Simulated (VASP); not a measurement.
# Mg (P6_3/mmc) in VASP: further runs

The runs below take Mg through single point, with LDA.

All numbers are computed with VASP 6.6.1; they aren't measurements. Logs are shortened: lines on timing, memory, paths and dates and some standing lists are left out, and cuts for length are marked.

**1. The cell of the first run**

The structure is hexagonal, space group P6_3/mmc (No. 194). The conventional cell has a = 3.209 Å, b = 3.209 Å, c = 4.794 Å, α = 90.00°, β = 90.00°, γ = 120.00°. Within 4.0 Å of Mg (site symmetry -6m2) lie 12 Mg at 3.03 to 3.21 Å.

**2. Single point, LDA (strain +0.000 along x and y, -0.080 along z)**

INCAR reads:

```
PREC = Accurate
ENCUT = 520
EDIFF = 1E-6
ISMEAR = 0
SIGMA = 0.15
LREAL = False
LASPH = True
NELM = 60
ALGO = Fast
ISIF = 2
LWAVE = False
LCHARG = False
GGA = CA
NBANDS = 9
```

KPOINTS reads:

```
Automatic mesh
0
Gamma
  18 18 10
```

POSCAR reads:

```
Mg
1.0
    3.2092715325      0.0000000000      0.0000000000
   -1.6046357662      2.7793106748      0.0000000000
    0.0000000000      0.0000000000      4.7935036000
Mg
2
Direct
    0.3333333333      0.6666666667      0.2500000000
    0.6666666667      0.3333333333      0.7500000000
```

Potentials or basis: VASP PAW LDA potentials, release 64 (Mg).

On the command line:

```
> cat potpaw_LDA.64/Mg/POTCAR > POTCAR
> mpirun -np 1 vasp_std > vasp.out
```

OUTCAR:

```text
PREC = Accurate
   ENCUT = 520
   EDIFF = 1E-6
   ISMEAR = 0
   LREAL = False
   LASPH = True
   NELM = 60
   ISIF = 2
   GGA = CA

 ion  position               nearest neighbor table
   1  0.333  0.667  0.250-   2 3.03   2 3.03   2 3.03   2 3.03   2 3.03   2 3.03
   2  0.667  0.333  0.750-   1 3.03   1 3.03   1 3.03   1 3.03   1 3.03   1 3.03

  LATTYP: Found a hexagonal cell.
 ALAT       =     3.2092715325
 C/A-ratio  =     1.4936422647

  Lattice vectors:

 A1 = (   3.2092715325,   0.0000000000,   0.0000000000)
 A2 = (  -1.6046357662,   2.7793106748,   0.0000000000)
 A3 = (   0.0000000000,   0.0000000000,   4.7935036000)

Analysis of symmetry for initial positions (statically):
=====================================================================
 Subroutine PRICEL returns:
 Original cell was already a primitive cell.

 Routine SETGRP: Setting up the symmetry group for a
 hexagonal supercell.

 Subroutine GETGRP returns: Found 24 space group operations
 (whereof 12 operations were pure point group operations)
 out of a pool of 24 trial point group operations.

The static configuration has the point symmetry D_3d.
 The point group associated with its full space group is D_6h.

Analysis of symmetry for dynamics (positions and initial velocities):
=====================================================================
 Subroutine PRICEL returns:
 Original cell was already a primitive cell.

 Routine SETGRP: Setting up the symmetry group for a
 hexagonal supercell.

 Subroutine GETGRP returns: Found 24 space group operations
 (whereof 12 operations were pure point group operations)
 out of a pool of 24 trial point group operations.

The dynamic configuration has the point symmetry D_3d.
 The point group associated with its full space group is D_6h.

 Subroutine INISYM returns: Found 24 space group operations
 (whereof 12 operations are pure point group operations),
 and found     1 'primitive' translations

----------------------------------------------------------------------------------------

                                     Primitive cell

  volume of cell :      42.7560

  direct lattice vectors                    reciprocal lattice vectors
     3.209271532  0.000000000  0.000000000     0.311597193  0.179900723  0.000000000
    -1.604635766  2.779310675  0.000000000     0.000000000  0.359801446  0.000000000
     0.000000000  0.000000000  4.793503600     0.000000000  0.000000000  0.208615677

  length of vectors
     3.209271532  3.209271532  4.793503600     0.359801446  0.359801446  0.208615677

  position of ions in fractional coordinates (direct lattice)
     0.333333333  0.666666667  0.250000000
     0.666666667  0.333333333  0.750000000

  ion indices of the primitive-cell ions
   primitive index   ion index
                 1           1
                 2           2

----------------------------------------------------------------------------------------

 KPOINTS: Automatic mesh

Automatic generation of k-mesh.
 Grid dimensions read from file:
 generate k-points for:   18   18   10

 Generating k-lattice:

  Cartesian coordinates                     Fractional coordinates (reciprocal lattice)
     0.017310955  0.009994485  0.000000000     0.055555556 -0.000000000  0.000000000
     0.000000000  0.019988969  0.000000000     0.000000000  0.055555556  0.000000000
     0.000000000  0.000000000  0.020861568     0.000000000  0.000000000  0.100000000

  Length of vectors
     0.019988969  0.019988969  0.020861568

  Shift w.r.t. Gamma in fractional coordinates (k-lattice)
     0.000000000  0.000000000  0.000000000

 Subroutine IBZKPT returns following result:
 ===========================================

 Found    222 irreducible k-points:

 Following reciprocal coordinates:
            Coordinates               Weight
  0.000000  0.000000  0.000000      1.000000
  0.055556  0.000000  0.000000      6.000000
  0.111111  0.000000  0.000000      6.000000
  0.166667  0.000000  0.000000      6.000000
  0.222222 -0.000000  0.000000      6.000000
  0.277778  0.000000  0.000000      6.000000
[... 16 lines left out ...]
  0.333333  0.111111  0.000000     12.000000
  0.388889  0.111111  0.000000     12.000000
 [... further k-points ...]
   k-points           NKPTS =    222   k-points in BZ     NKDIM =    222   number of bands    NBANDS=      9
   number of dos      NEDOS =    301   number of ions     NIONS =      2
   total plane-waves  NPLWV =  20736
   dimension x,y,z NGX =    24 NGY =   24 NGZ =   36
   dimension x,y,z NGXF=    48 NGYF=   48 NGZF=   72
   ions per type =               2
   NGX,Y,Z   is equivalent  to a cutoff of  12.43, 12.43, 12.49 a.u.
   NGXF,Y,Z  is equivalent  to a cutoff of  24.86, 24.86, 24.97 a.u.
 SYSTEM =  unknown system
   PREC   = accura    normal or accurate (medium, high low for compatibility)
   ISTART =      0    job   : 0-new  1-cont  2-samecut
   ICHARG =      2    charge: 1-file 2-atom 10-const
   ISPIN  =      1    spin polarized calculation?
   LNONCOLLINEAR =      F non collinear calculations
   LSORBIT =      F    spin-orbit coupling
   LASPH  =      T    aspherical Exc in radial PAW
   ENCUT  =  520.0 eV  38.22 Ry    6.18 a.u.   5.97  5.97  8.91*2*pi/ulx,y,z
   NELM   =     60;   NELMIN=  2; NELMDL= -5     # of ELM steps
   EDIFF  = 0.1E-05   stopping-criterion for ELM
   LREAL  =      F    real-space projection
   EDIFFG = 0.1E-04   stopping-criterion for IOM
   NSW    =      0    number of steps for IOM
   IBRION =     -1    ionic relax: 0-MD 1-quasi-New 2-CG
   NFREE  =      0    steps in history (QN), initial steepest desc. (CG)
   ISIF   =      2    stress and relaxation
   ISYM   =      2    0-nonsym 1-usesym 2-fastsym
   POTIM  = 0.5000    time-step for ionic-motion
   TEBEG  =    0.0;   TEEND  =   0.0 temperature during run
   PSTRESS=    0.0 pullay stress
   NELECT =       4.0000    total number of electrons
   NUPDOWN=      -1.0000    fix difference up-down
   EMIN   =  10.00;   EMAX   =-10.00  energy-range for DOS
   EFERMI =   0.00;   METHOD = LEGACY
   ISMEAR =     0;   SIGMA  =   0.15  broadening in eV -4-tet -1-fermi 0-gaus
   EFERMI_NEDOS =   21; number of points for ismear=-14 and -15
   IALGO  =     68    algorithm
   IMIX   =      4    mixing-type and parameters
     AMIX     =   0.40;   BMIX     =  1.00
     AMIX_MAG =   1.60;   BMIX_MAG =  1.00
  volume/ion in A,a.u.               =      21.38       144.27
  Fermi-wavevector in a.u.,A,eV,Ry     =   0.743183  1.404413  7.514790  0.552321
  Thomas-Fermi vector in A             =   1.838239
   LORBIT       =      0    0 simple, 1 ext, 2 COOP (PROOUT), +10 PAW based schemes
   GGA     = CA    functional components
   LHFCALC =     F    Hartree Fock is set to
   AEXX    =    0.0000 exact exchange contribution
   IVDW    =     0    specifies the selected vdW correction
   LEPSILON=     F    determine dielectric tensor
   LRPA    =     F    only Hartree local field effects (RPA)
 non-spin polarized calculation
 RMM-DIIS sequential band-by-band and
 Gauss-broadening in eV      SIGMA  =   0.15
  energy-cutoff  :      520.00
  volume of cell :       42.76
 maximum number of plane-waves:      1182
 NGX is ok and might be reduce to    24
   NGX = 11   NGY = 11   NGZ = 17

 number of electron       4.0000000 magnetization

 Free energy of the ion-electron system (eV)
  ---------------------------------------------------
  ext. energy  EPLUGINS =         0.00000000
  ---------------------------------------------------
  free energy    TOTEN  =        -3.59445901 eV

  energy without entropy =       -3.58583893  energy(sigma->0) =       -3.59014897

 E-fermi :   2.8657     XC(G=0):  -8.9094

 val. band max:        2.8519643006   @ k =   0.4444   0.1111   0.4000
 cond. band min:       2.8856093279   @ k =   0.4444   0.1111   0.4000
 fundamental gap:      0.0336450273
 Fermi energy:         2.8657149890

 k-point     1 :       0.0000    0.0000    0.0000
  band No.  band energies     occupation
      1      -4.3827      2.00000
      2       1.5816      2.00000
      3       2.3887      1.99999
      4      13.2439      0.00000
      5      13.2439      0.00000
      6      13.2625      0.00000
      7      13.2625      0.00000
      8      15.0688      0.00000
      9      15.9942      0.00000

 k-point     2 :       0.0556    0.0000    0.0000
  band No.  band energies     occupation
      1      -4.3225      2.00000
      2       1.6355      2.00000
      3       2.4461      1.99992
      4      11.8566      0.00000
      5      12.3981      0.00000
      6      13.3150      0.00000
      7      14.2055      0.00000
      8      15.8458      0.00000
      9      16.6309      0.00000

 k-point     3 :       0.1111    0.0000    0.0000
  band No.  band energies     occupation
      1      -4.1421      2.00000
      2       1.7971      2.00000
      3       2.6168      1.98108
      4      10.1908      0.00000
      5      11.6440      0.00000
      6      12.6354      0.00000
      7      15.2380      0.00000
      8      15.3474      0.00000
      9      16.4663      0.00000

 k-point     4 :       0.1667    0.0000    0.0000
  band No.  band energies     occupation
      1      -3.8423      2.00000
      2       2.0667      2.00000
      3       2.8955      0.77908
      4       8.5559      0.00000
      5      10.9917      0.00000
      6      11.8735      0.00000
      7      13.7654      0.00000
      8      15.3232      0.00000
      9      16.0218      0.00000

 k-point     5 :       0.2222   -0.0000    0.0000
  band No.  band energies     occupation
      1      -3.4243      2.00000
      2       2.4445      1.99993
      3       3.2673      0.00015
      4       7.0141      0.00000
      5      10.4411      0.00000
      6      11.1236      0.00000
      7      12.2292      0.00000
      8      14.1147      0.00000
      9      15.4187      0.00000

 k-point     6 :       0.2778    0.0000    0.0000
  band No.  band energies     occupation
      1      -2.8897      2.00000
      2       2.9307      0.53982
      3       3.6672      0.00000
      4       5.6410      0.00000
      5       9.9918      0.00000
      6      10.3784      0.00000
      7      10.7758      0.00000
      8      13.0292      0.00000
      9      14.9167      0.00000
[... 169 lines left out ...]
 k-point    21 :       0.2222    0.1111    0.0000
  band No.  band energies     occupation
      1      -2.7121      2.00000
      2       3.0929      0.03218
      3       3.8132      0.00000
      4       5.7798      0.00000
      5       7.6622      0.00000
      6      10.9061      0.00000
      7      12.0024      0.00000
      8      12.9880      0.00000
      9      14.0561      0.00000

 k-point    22 :       0.2778    0.1111    0.0000
  band No.  band energies     occupation
      1      -2.0643      2.00000
      2       3.6877      0.00000
      3       3.7412      0.00000
      4       5.0486      0.00000
      5       7.2900      0.00000
      6       9.5701      0.00000
      7      10.8822      0.00000
      8      12.5761      0.00000
      9      13.6719      0.00000

 k-point    23 :       0.3333    0.1111    0.0000
  band No.  band energies     occupation
      1      -1.3049      2.00000
      2       2.7308      1.79666
      3       4.3903      0.00000
      4       5.3979      0.00000
      5       7.0508      0.00000
      6       8.3284      0.00000
      7       9.8208      0.00000
      8      12.2875      0.00000
      9      13.3748      0.00000

 k-point    24 :       0.3889    0.1111    0.0000
  band No.  band energies     occupation
      1      -0.4374      2.00000
      2       1.5998      2.00000
      3       5.1959      0.00000
      4       5.8963      0.00000
      5       6.9904      0.00000
      6       7.1966      0.00000
      7       8.9170      0.00000
      8      12.1156      0.00000
      9      13.1954      0.00000

 [... further k-points ...]

------------------------ aborting loop because EDIFF is reached ----------------------------------------

  FORCE on cell =-STRESS in cart. coord.  units (eV):
  Direction    XX          YY          ZZ          XY          YZ          ZX
  --------------------------------------------------------------------------------------
  -------------------------------------------------------------------------------------
  Total       -0.3061580     -0.3061580      0.9520742     -0.0000000     -0.0000000      0.0000000
  in kB      -11.4725408    -11.4725408     35.6767081     -0.0000000     -0.0000000      0.0000000
  external PRESSURE =       4.2438755 kB  Pullay stress =       0.0000000 kB

 VOLUME and BASIS-vectors are now :
 -----------------------------------------------------------------------------
  energy-cutoff  :      520.00
  volume of cell :       42.76
      direct lattice vectors                 reciprocal lattice vectors
     3.209271532  0.000000000  0.000000000     0.311597193  0.179900723  0.000000000
    -1.604635766  2.779310675  0.000000000     0.000000000  0.359801446  0.000000000
     0.000000000  0.000000000  4.793503600     0.000000000  0.000000000  0.208615677

 POSITION                                       TOTAL-FORCE (eV/Angst)
 -----------------------------------------------------------------------------------
     -0.00000      1.85287      1.19838         0.000000     -0.000000      0.000000
      1.60464      0.92644      3.59513        -0.000000      0.000000      0.000000
 -----------------------------------------------------------------------------------
    total drift:                                0.000000     -0.000000      0.000000

  FREE ENERGIE OF THE ION-ELECTRON SYSTEM (eV)
  ---------------------------------------------------
  free  energy   TOTEN  =        -3.5944590139 eV

  energy  without entropy=       -3.5858389269  energy(sigma->0) =       -3.59014897
```

Run time: 61 s. Hardware: 1 thread of Intel Xeon 8259CL, shared host; peak memory 0.2 GiB.

Results:

* Free energy: -3.5945 eV
* Pressure: 0.4 GPa
* Band gap on the k mesh: zero (band 2 reaches 4.06 eV, above the bottom of band 3 at 1.93 eV)

Stress tensor (GPa, compression positive):
```
-1.15  0.00  0.00
 0.00 -1.15  0.00
 0.00  0.00  3.57
```

Levels at points of the mesh, in eV from the Fermi level:
```tsv
k point	band 1	band 2	band 3	band 4	band 5	band 6
(0.00, 0.00, 0.00)	-7.25	-1.28	-0.48	10.38	10.38	10.40
(0.50, 0.00, 0.00)	-2.54	-2.47	2.92	3.31	4.05	4.14
(0.00, 0.00, 0.50)	-5.62	-5.62	6.58	6.58	11.23	11.23
(0.50, 0.00, 0.50)	-1.26	-1.26	-0.58	-0.58	7.67	7.67
```

Caveat: the cell differs from its parent crystal (strain +0.000 along x and y, -0.080 along z).

(Continued in part 2 of 2.)
